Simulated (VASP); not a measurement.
# LiBr (Fm-3m) in VASP: notebook

LiBr is run at these levels: PBEsol; tasks: relaxation of cell and atoms.

Program: VASP 6.6.1. These are calculated values, not measurements. Logs are shortened: lines on timing, memory, paths and dates and some standing lists are left out, and cuts for length are marked.

### Step 1. The cell of the first run

The structure is cubic, space group Fm-3m (No. 225). Conventional cell: a = 5.412 Å, b = 5.412 Å, c = 5.412 Å, α = 90.00°, β = 90.00°, γ = 90.00°. Li (site symmetry m-3m) has 6 Br at 2.71 Å within 3.6 Å. Br (site symmetry m-3m) has 6 Li at 2.71 Å within 3.6 Å.

### Step 2. Relaxation of cell and atoms, PBEsol, target pressure 7 GPa, at which the enthalpy is minimised

File INCAR:

```
SYSTEM = LiBr
PREC = Accurate ; ENCUT = 750
EDIFF = 1E-7 ; ISMEAR = 0
SIGMA = 0.01 ; LREAL = .FALSE.
LASPH = .TRUE. ; NELM = 120
ALGO = Normal ; ISIF = 3
LWAVE = .FALSE. ; LCHARG = .FALSE.
GGA = PS ; IBRION = 2
NSW = 100 ; EDIFFG = -0.002
PSTRESS = 70.0 ; GGA_COMPAT = .FALSE.
NELMIN = 4
```

File KPOINTS:

```
Automatic mesh
0
G
  8 8 8
  0 0 0
```

File POSCAR:

```
LiBr
1.0
    2.7061252976      2.7061252976      0.0000000000
   -2.7061252976      2.7061252976      0.0000000000
    0.0000000000      2.7061252976      2.7061252976
Li Br
1 1
Direct
    0.0000000000      0.0000000000      0.0000000000
    0.5000000000      0.5000000000      0.0000000000
```

Potentials or basis: VASP PAW PBE potentials, release 64 (Li_sv, Br).

The run is started by

```sh
cat potpaw_PBE.64/Li_sv/POTCAR potpaw_PBE.64/Br/POTCAR > POTCAR
mpirun -np 1 vasp_std > vasp.out
```

OUTCAR:

```text
SYSTEM = LiBr
   PREC = Accurate
   ENCUT = 750
   EDIFF = 1E-7
   ISMEAR = 0
   LREAL = .FALSE.
   LASPH = .TRUE.
   NELM = 120
   ISIF = 3
   GGA = PS
   IBRION = 2
   NSW = 100
   EDIFFG = -0.002
   PSTRESS = 70.0
   NELMIN = 4

 ion  position               nearest neighbor table
   1  0.000  0.000  0.000-
   2  0.500  0.500  0.000-

  LATTYP: Found a face centered cubic cell.
 ALAT       =     5.4122505952

  Lattice vectors:

 A1 = (   0.0000000000,   2.7061252976,   2.7061252976)
 A2 = (   2.7061252976,   0.0000000000,   2.7061252976)
 A3 = (   2.7061252976,   2.7061252976,   0.0000000000)

Analysis of symmetry for initial positions (statically):
=====================================================================
 Subroutine PRICEL returns:
 Original cell was already a primitive cell.

 Routine SETGRP: Setting up the symmetry group for a
 face centered cubic supercell.

 Subroutine GETGRP returns: Found 48 space group operations
 (whereof 48 operations were pure point group operations)
 out of a pool of 48 trial point group operations.

The static configuration has the point symmetry O_h .

Analysis of symmetry for dynamics (positions and initial velocities):
=====================================================================
 Subroutine PRICEL returns:
 Original cell was already a primitive cell.

 Routine SETGRP: Setting up the symmetry group for a
 face centered cubic supercell.

 Subroutine GETGRP returns: Found 48 space group operations
 (whereof 48 operations were pure point group operations)
 out of a pool of 48 trial point group operations.

The dynamic configuration has the point symmetry O_h .

 Subroutine INISYM returns: Found 48 space group operations
 (whereof 48 operations are pure point group operations),
 and found     1 'primitive' translations

----------------------------------------------------------------------------------------

                                     Primitive cell

  volume of cell :      39.6345

  direct lattice vectors                    reciprocal lattice vectors
     2.706125298  2.706125298  0.000000000     0.184766020  0.184766020 -0.184766020
    -2.706125298  2.706125298  0.000000000    -0.184766020  0.184766020 -0.184766020
     0.000000000  2.706125298  2.706125298     0.000000000  0.000000000  0.369532039

  length of vectors
     3.827039097  3.827039097  3.827039097     0.320024134  0.320024134  0.369532039

  position of ions in fractional coordinates (direct lattice)
     0.000000000  0.000000000  0.000000000
     0.500000000  0.500000000  0.000000000

  ion indices of the primitive-cell ions
   primitive index   ion index
                 1           1
                 2           2

----------------------------------------------------------------------------------------

 KPOINTS: Automatic mesh

Automatic generation of k-mesh.
 Grid dimensions read from file:
 generate k-points for:    8    8    8

 Generating k-lattice:

  Cartesian coordinates                     Fractional coordinates (reciprocal lattice)
     0.023095752  0.023095752 -0.023095752     0.125000000  0.000000000  0.000000000
    -0.023095752  0.023095752 -0.023095752     0.000000000  0.125000000  0.000000000
     0.000000000  0.000000000  0.046191505     0.000000000  0.000000000  0.125000000

  Length of vectors
     0.040003017  0.040003017  0.046191505

  Shift w.r.t. Gamma in fractional coordinates (k-lattice)
     0.000000000  0.000000000  0.000000000

 Subroutine IBZKPT returns following result:
 ===========================================

 Found     29 irreducible k-points:

 Following reciprocal coordinates:
            Coordinates               Weight
  0.000000  0.000000  0.000000      1.000000
  0.125000  0.000000  0.000000      8.000000
  0.250000  0.000000  0.000000      8.000000
  0.375000  0.000000  0.000000      8.000000
  0.500000  0.000000  0.000000      4.000000
  0.125000  0.125000  0.000000     12.000000
[... 16 lines left out ...]
  0.375000  0.250000  0.125000     48.000000
  0.500000  0.250000  0.125000     24.000000
 [... further k-points ...]
   k-points           NKPTS =     29   k-points in BZ     NKDIM =     29   number of bands    NBANDS=      9
   number of dos      NEDOS =    301   number of ions     NIONS =      2
   total plane-waves  NPLWV =  46656
   dimension x,y,z NGX =    36 NGY =   36 NGZ =   36
   dimension x,y,z NGXF=    72 NGYF=   72 NGZF=   72
   ions per type =               1   1
   NGX,Y,Z   is equivalent  to a cutoff of  15.64, 15.64, 15.64 a.u.
   NGXF,Y,Z  is equivalent  to a cutoff of  31.28, 31.28, 31.28 a.u.
 SYSTEM =  LiBr
   PREC   = accura    normal or accurate (medium, high low for compatibility)
   ISTART =      0    job   : 0-new  1-cont  2-samecut
   ICHARG =      2    charge: 1-file 2-atom 10-const
   ISPIN  =      1    spin polarized calculation?
   LNONCOLLINEAR =      F non collinear calculations
   LSORBIT =      F    spin-orbit coupling
   LASPH  =      T    aspherical Exc in radial PAW
   ENCUT  =  750.0 eV  55.12 Ry    7.42 a.u.   8.55  8.55  8.55*2*pi/ulx,y,z
   NELM   =    120;   NELMIN=  4; NELMDL= -5     # of ELM steps
   EDIFF  = 0.1E-06   stopping-criterion for ELM
   LREAL  =      F    real-space projection
   EDIFFG = -.2E-02   stopping-criterion for IOM
   NSW    =    100    number of steps for IOM
   IBRION =      2    ionic relax: 0-MD 1-quasi-New 2-CG
   NFREE  =      1    steps in history (QN), initial steepest desc. (CG)
   ISIF   =      3    stress and relaxation
   ISYM   =      2    0-nonsym 1-usesym 2-fastsym
   POTIM  = 0.5000    time-step for ionic-motion
   TEBEG  =    0.0;   TEEND  =   0.0 temperature during run
   PSTRESS=   70.0 pullay stress
   NELECT =      10.0000    total number of electrons
   NUPDOWN=      -1.0000    fix difference up-down
   EMIN   =  10.00;   EMAX   =-10.00  energy-range for DOS
   EFERMI =   0.00;   METHOD = LEGACY
   ISMEAR =     0;   SIGMA  =   0.01  broadening in eV -4-tet -1-fermi 0-gaus
   EFERMI_NEDOS =   21; number of points for ismear=-14 and -15
   IALGO  =     38    algorithm
   IMIX   =      4    mixing-type and parameters
     AMIX     =   0.40;   BMIX     =  1.00
     AMIX_MAG =   1.60;   BMIX_MAG =  1.00
  volume/ion in A,a.u.               =      19.82       133.73
  Fermi-wavevector in a.u.,A,eV,Ry     =   1.034468  1.954860 14.559913  1.070123
  Thomas-Fermi vector in A             =   2.168764
   LORBIT       =      0    0 simple, 1 ext, 2 COOP (PROOUT), +10 PAW based schemes
   GGA     = PS    functional components
   LHFCALC =     F    Hartree Fock is set to
   AEXX    =    0.0000 exact exchange contribution
   IVDW    =     0    specifies the selected vdW correction
   LEPSILON=     F    determine dielectric tensor
   LRPA    =     F    only Hartree local field effects (RPA)
 conjugate gradient relaxation of ions
 non-spin polarized calculation
 Gauss-broadening in eV      SIGMA  =   0.01
  energy-cutoff  :      750.00
  volume of cell :       39.63
 maximum number of plane-waves:      1868
 NGX is ok and might be reduce to    36
   NGX = 17   NGY = 17   NGZ = 17

--------------------------------------- Ionic step        1  -------------------------------------------

 number of electron      10.0000001 magnetization

 Free energy of the ion-electron system (eV)
  ---------------------------------------------------
  ext. energy  EPLUGINS =         0.00000000
  ---------------------------------------------------
  free energy    TOTEN  =        -6.93525701 eV

  energy without entropy =       -6.93525701  energy(sigma->0) =       -6.93525701

 E-fermi :   0.6479     XC(G=0):  -8.7907

 val. band max:        0.5858628214   @ k =   0.0000   0.0000   0.0000
 cond. band min:       5.5699326083   @ k =   0.0000   0.0000   0.0000
 fundamental gap:      4.9840697869
 Fermi energy:         0.6479046013

 k-point     1 :       0.0000    0.0000    0.0000
  band No.  band energies     occupation
      1     -43.0182      2.00000
      2     -13.0462      2.00000
      3       0.5859      2.00000
      4       0.5859      2.00000
      5       0.5859      2.00000
      6       5.5699      0.00000
      7      11.0091      0.00000
      8      11.0091      0.00000
      9      11.0091      0.00000

 k-point     2 :       0.1250    0.0000    0.0000
  band No.  band energies     occupation
      1     -43.0180      2.00000
      2     -12.9746      2.00000
      3      -0.0567      2.00000
      4       0.5385      2.00000
      5       0.5385      2.00000
      6       6.1133      0.00000
      7      10.2722      0.00000
      8      10.8798      0.00000
      9      10.8798      0.00000
[... 407 lines left out ...]
  FREE ENERGIE OF THE ION-ELECTRON SYSTEM (eV)
  ---------------------------------------------------
  free  energy   TOTEN  =        -6.8205919088 eV

  energy  without entropy=       -6.8205919088  energy(sigma->0) =       -6.82059191

  enthalpy is  TOTEN    =        -5.3574096825 eV   P V=        1.4631822263

--------------------------------------- Ionic step        5  -------------------------------------------

 number of electron      10.0000002 magnetization

 Free energy of the ion-electron system (eV)
  ---------------------------------------------------
  ext. energy  EPLUGINS =         0.00000000
  ---------------------------------------------------
  free energy    TOTEN  =        -6.82121453 eV

  energy without entropy =       -6.82121453  energy(sigma->0) =       -6.82121453

 E-fermi :   2.0613     XC(G=0):  -9.5178

 val. band max:        1.9716633251   @ k =   0.0000   0.0000   0.0000
 cond. band min:       7.5066059768   @ k =   0.5000   0.0000   0.0000
 fundamental gap:      5.5349426517
 Fermi energy:         2.0612982465

 k-point     1 :       0.0000    0.0000    0.0000
  band No.  band energies     occupation
      1     -41.5090      2.00000
      2     -12.3837      2.00000
      3       1.9717      2.00000
      4       1.9717      2.00000
      5       1.9717      2.00000
      6       7.8622      0.00000
      7      12.4686      0.00000
      8      12.4686      0.00000
      9      12.4686      0.00000

 k-point     2 :       0.1250    0.0000    0.0000
  band No.  band energies     occupation
      1     -41.5085      2.00000
      2     -12.2812      2.00000
      3       1.1694      2.00000
      4       1.9073      2.00000
      5       1.9073      2.00000
      6       8.3865      0.00000
      7      11.8244      0.00000
      8      12.4414      0.00000
      9      12.4414      0.00000
[... 286 lines left out ...]
 POSITION                                       TOTAL-FORCE (eV/Angst)
 -----------------------------------------------------------------------------------
     -0.00000      0.00000      0.00000         0.000000     -0.000000      0.000000
     -0.00000      5.11743      2.55871        -0.000000      0.000000      0.000000
 -----------------------------------------------------------------------------------
    total drift:                               -0.000000      0.000000      0.000000

  FREE ENERGIE OF THE ION-ELECTRON SYSTEM (eV)
  ---------------------------------------------------
  free  energy   TOTEN  =        -6.8212145338 eV

  energy  without entropy=       -6.8212145338  energy(sigma->0) =       -6.82121453

  enthalpy is  TOTEN    =        -5.3574107433 eV   P V=        1.4638037905

 reached required accuracy - stopping structural energy minimisation
```

Run time: 39 s. Hardware: 1 thread of AMD EPYC 9R45 (Zen 5), shared host; peak memory 0.18 GiB.

Results:

| Quantity | Value |
| --- | --- |
| Free energy | -6.8212 eV |
| Relaxed volume | 16.75 Å³/atom |
| Relaxed cell | a = 3.619 Å, b = 3.619 Å, c = 3.619 Å, α = 60.00°, β = 60.00°, γ = 90.00° |
| Space group after relaxing (to 0.05 Å) | Fm-3m (No. 225) |
| Energy change on relaxing (the enthalpy is what falls) | +57.0 meV/atom |
| Ionic steps | 5 |
| Pressure after relaxing | 7.0 GPa |
| Band gap on the k mesh | 5.53 eV, indirect (least direct gap 5.89 eV) |

The path:
```tsv
step	energy change (eV)	largest force (eV/Å)	pressure (GPa)	volume (Å³)
1	0.0000	0.0000	-0.05	39.63
2	0.0647	0.0000	4.92	34.84
3	0.1097	0.0000	6.83	33.60
4	0.1147	0.0000	7.03	33.49
5	0.1140	0.0000	7.00	33.50
```

Final structure:
```
CELL_PARAMETERS angstrom
2.55871 2.55871 0.00000
-2.55871 2.55871 0.00000
0.00000 2.55871 2.55871
ATOMIC_POSITIONS crystal
Li 0.00000 0.00000 0.00000
Br 0.50000 0.50000 0.00000
```

Levels at points of the mesh, in eV from the valence-band top:
```tsv
k point	band 3	band 4	band 5	band 6	band 7	band 8
(0.00, 0.00, 0.00)	0.00	0.00	0.00	5.89	10.50	10.50
(0.50, 0.00, 0.00)	-3.98	-0.38	-0.38	5.53	7.97	7.97
(0.50, 0.50, 0.00)	-4.10	-1.67	-1.67	6.44	6.48	13.46
```

Caveat: the cell is relaxed towards a set pressure, so the enthalpy falls and the energy may rise; the volume moved by over 15 % at a fixed basis, so the end points are rough; the PAW data sets were made with another functional, which shifts forces and pressure a little. A k mesh can miss the band edges.

### Step 3. Relaxation of cell and atoms, PBEsol, target pressure 10 GPa, at which the enthalpy is minimised

File INCAR:

```
SYSTEM = LiBr
PREC     = Accurate       ! precision mode
ENCUT    = 750            ! plane-wave cutoff, eV
EDIFF    = 1E-7           ! SCF threshold, eV
ISMEAR   = 0              ! smearing method
SIGMA    = 0.01           ! smearing width, eV
LREAL    = .FALSE.        ! projectors in reciprocal space
LASPH    = .TRUE.         ! aspherical terms in the spheres
NELM     = 120            ! most SCF steps
ALGO     = Normal         ! electronic algorithm
ISIF     = 3              ! what is computed and relaxed
LWAVE    = .FALSE.        ! write WAVECAR
LCHARG   = .FALSE.        ! write CHGCAR
GGA      = PS             ! functional
IBRION   = 2              ! ionic algorithm
NSW      = 100            ! ionic steps
EDIFFG   = -0.002         ! ionic threshold
PSTRESS  = 100.0        
GGA_COMPAT= .FALSE.      
NELMIN   = 4
```

KPOINTS is that of step 2.

POSCAR is that of step 2.

Potentials or basis: VASP PAW PBE potentials, release 64 (Li_sv, Br).

The run is started by

```sh
cat potpaw_PBE.64/Li_sv/POTCAR potpaw_PBE.64/Br/POTCAR > POTCAR
mpirun -np 1 vasp_std > vasp.out
```

It took 38 s on 1 thread of AMD EPYC 9R45 (Zen 5), shared host; peak memory 0.18 GiB.

Results (log left out):

```
Free energy                                            : -6.7391 eV
Relaxed volume                                         : 15.97 Å³/atom
Relaxed cell                                           : a = 3.562 Å, b = 3.562 Å, c = 3.562 Å, α = 60.00°, β = 60.00°, γ = 90.00°
Space group after relaxing (to 0.05 Å)                 : Fm-3m (No. 225)
Energy change on relaxing (the enthalpy is what falls) : +98.1 meV/atom
Ionic steps                                            : 5
Pressure after relaxing                                : 10.0 GPa
Band gap on the k mesh                                 : 5.55 eV, indirect (least direct gap 5.96 eV)
```

Step by step:
```tsv
step	energy change (eV)	largest force (eV/Å)	pressure (GPa)	volume (Å³)
1	0.0000	0.0000	-0.05	39.63
2	0.1413	0.0000	8.04	32.92
3	0.1920	0.0000	9.85	32.01
4	0.2009	0.0000	10.16	31.87
5	0.1961	0.0000	9.99	31.95
```

Final structure:
```
CELL_PARAMETERS angstrom
2.51842 2.51842 0.00000
-2.51842 2.51842 0.00000
0.00000 2.51842 2.51842
ATOMIC_POSITIONS crystal
Li 0.00000 0.00000 0.00000
Br 0.50000 0.50000 0.00000
```

Levels at points of the mesh, in eV from the valence-band top:
```
           k point  band 1  band 2  band 3  band 4  band 5  band 6  band 7  band 8  band 9
(0.00, 0.00, 0.00)  -43.48  -14.60    0.00    0.00    0.00    6.20   10.50   10.50   10.50
(0.50, 0.00, 0.00)  -43.48  -13.71   -4.25   -0.42   -0.42    5.55    7.93    7.93   14.62
(0.50, 0.50, 0.00)  -43.48  -13.30   -4.40   -1.80   -1.80    6.34    6.50   13.95   14.19
```

Caveat: the cell is relaxed towards a set pressure, so the enthalpy falls and the energy may rise; the volume moved by over 15 % at a fixed basis, so the end points are rough; the PAW data sets were made with another functional, which shifts forces and pressure a little. A k mesh can miss the band edges.

### Step 4. Relaxation of cell and atoms, PBEsol, target pressure 15 GPa, at which the enthalpy is minimised

File INCAR:

```
PREC = Accurate ; ENCUT = 750
EDIFF = 1E-7 ; ISMEAR = 0
SIGMA = 0.01 ; LREAL = F
LASPH = T ; NELM = 120
ALGO = Normal ; ISIF = 3
LWAVE = F ; LCHARG = F
GGA = PS ; IBRION = 2
NSW = 100 ; EDIFFG = -0.002
PSTRESS = 150.0 ; GGA_COMPAT = F
NELMIN = 4
```

File KPOINTS:

```
Automatic mesh
0
Gamma
  8 8 8
```

POSCAR is that of step 3.

The run is started by

```sh
cat potpaw_PBE.64/Li_sv/POTCAR potpaw_PBE.64/Br/POTCAR > POTCAR
mpirun -np 1 vasp_std > vasp.out
```

It took 25 s on 1 thread of AMD EPYC 9R45 (Zen 5), shared host; peak memory 0.18 GiB.

The run converged. Its results:

```yaml
Free_energy: -6.5841 eV
Relaxed_volume: 14.97 Å³/atom
Relaxed_cell: a = 3.485 Å, b = 3.485 Å, c = 3.485 Å, α = 60.00°, β = 60.00°, γ = 90.00°
Space_group_after_relaxing_to_0.05_Å: Fm-3m (No. 225)
Energy_change_on_relaxing_the_enthalpy_is_what_falls: +175.6 meV/atom
Ionic_steps: 3
Pressure_after_relaxing: 15.0 GPa
Band_gap_on_the_k_mesh: 5.56 eV, indirect (least direct gap 6.02 eV)
```

Step by step:
| step | energy change (eV) | largest force (eV/Å) | pressure (GPa) | volume (Å³) |
| --- | --- | --- | --- | --- |
| 1 | 0.0000 | 0.0000 | -0.05 | 39.63 |
| 2 | 0.3561 | 0.0000 | 15.16 | 29.89 |
| 3 | 0.3511 | 0.0000 | 15.01 | 29.94 |

Final structure:
```
Li Br
1.0
     2.46455    2.46455    0.00000
    -2.46455    2.46455    0.00000
     0.00000    2.46455    2.46455
Li Br
1 1
Direct
  0.00000 0.00000 0.00000
  0.50000 0.50000 0.00000
```

Levels at points of the mesh, in eV from the valence-band top:
```tsv
k point	band 2	band 3	band 4	band 5	band 6	band 7	band 8	band 9
(0.00, 0.00, 0.00)	-14.97	0.00	0.00	0.00	6.66	10.49	10.49	10.49
(0.50, 0.00, 0.00)	-13.94	-4.64	-0.46	-0.46	5.56	7.86	7.86	15.46
(0.50, 0.50, 0.00)	-13.45	-4.84	-2.01	-2.01	6.13	6.58	14.65	14.67
```

Caveat: the cell is relaxed towards a set pressure, so the enthalpy falls and the energy may rise; the volume moved by over 15 % at a fixed basis, so the end points are rough; the PAW data sets were made with another functional, which shifts forces and pressure a little. A k mesh can miss the band edges.

### Step 5. The runs side by side

```tsv
cell	gap on the mesh (eV)	pressure (GPa)
relaxed to 7 GPa	5.53	7.0
relaxed to 10 GPa	5.55	10.0
relaxed to 15 GPa	5.56	15.0
```

Alike in all rows: task relaxation of cell and atoms; level PBEsol; potentials or basis VASP PAW PBE potentials, release 64 (Li_sv, Br); no spin polarisation; k mesh 8 × 8 × 8; cutoff (eV) 750; smearing gaussian 0.01 eV.

Caveats: the cell is relaxed towards a set pressure, so the enthalpy falls and the energy may rise; the volume moved by over 15 % at a fixed basis, so the end points are rough; the PAW data sets were made with another functional, which shifts forces and pressure a little.

Absolute energies hang on the potentials; compare differences alone.
